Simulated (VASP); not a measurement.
Input of a VASP 6.6.1 run:

Contents of INCAR:

```
SYSTEM = Al18N
PREC = Accurate
ENCUT = 520
EDIFF = 1E-7
ISMEAR = 0
SIGMA = 0.1
LREAL = Auto
LASPH = .TRUE.
NELM = 100
ALGO = Normal
ISIF = 2
LWAVE = .FALSE.
LCHARG = .FALSE.
GGA = PS
NBANDS = 44
```

The input KPOINTS:

```
Automatic mesh
0
G
  2 4 1
  0 0 0
```

POSCAR

```
Al18N
1.0
   12.1500000000      0.0000000000      0.0000000000
    0.0000000000      5.7275650000      0.0000000000
    0.0000000000      0.0000000000     13.8637820000
Al N
18 1
Direct
    0.0000000000      0.0000000000      0.0721303900
    0.3333333300      0.0000000000      0.0721303900
    0.6666666700      0.0000000000      0.0721303900
    0.0000000000      0.4999999900      0.0721303900
    0.3333333300      0.4999999900      0.0721303900
    0.6666666700      0.4999999900      0.0721303900
    0.1659406215      0.2497961435      0.1671215694
    0.5008452545      0.2498181325      0.1735364964
    0.8355959890      0.2500814641      0.1664918998
    0.1617471044      0.7496933674      0.1980189709
    0.5058239360      0.7498620229      0.1792285487
    0.8335419653      0.7500274166      0.1646442537
   -0.0063513783      0.0258205000      0.2796513119
    0.3379036227      0.0011106699      0.2773459609
    0.6748171878     -0.0014274581      0.2763504988
   -0.0062881213      0.4734708261      0.2797339762
    0.3379472369      0.4983073805      0.2774072210
    0.6747371858      0.5010313292      0.2763287103
    0.0628016098      0.7497037435      0.3016014340
```

Potentials or basis: VASP PAW PBE potentials, release 64 (Al, N).

Run with:

```console
$ cat potpaw_PBE.64/Al/POTCAR potpaw_PBE.64/N/POTCAR > POTCAR
$ mpirun -np 1 vasp_std > vasp.out
```

(1) Estimate the band gap on the k mesh.

(2) Estimate the largest force.

Results:

(1) zero (an odd number of electrons rules out a gap without spin polarisation).

(2) 0.236 eV/Å.

Caveat: there is no dipole correction, which matters where the two faces differ; the PAW data sets were made with another functional, which shifts forces and pressure a little.
